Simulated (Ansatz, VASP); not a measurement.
**W2S in VASP and in Ansatz**

```xyz
3
Lattice="4.4976 0.0000 0.0000 -2.2488 3.8951 0.0000 0.0000 0.0000 2.8453" Properties=species:S:1:pos:R:3 pbc="T T T"
W     0.0000    2.5967    1.4227
W     2.2488    1.2984    1.4227
S     0.0000    0.0000    0.0000
```

Alike in both runs: functional PBE; k mesh 12 × 12 × 16; occupations gaussian, width 0.1 eV; no spin polarisation.

Ansatz relaxed the structure, and its values are those at the end. VASP's run is a single point on that final structure, the one shown.

|  | VASP | Ansatz |
| --- | --- | --- |
| version | VASP 6.6.1 | Ansatz 0.2.0 |
| potentials or method | VASP PAW PBE potentials, release 64 (W_sv, S), cutoff 520 eV | scalar-relativistic, plane waves, PAW |
| valence electrons in the cell | 34 | 34 |

|  | VASP | Ansatz | Ansatz less VASP |
| --- | --- | --- | --- |
| gap on the k mesh at the Fermi level (eV) | none | none | - |
| pressure (GPa) | 0.3 | 0.0 | -0.35 |

A gap of «none» marks a metal or a gap that the smearing closes.

Neither program's run includes spin-orbit coupling.
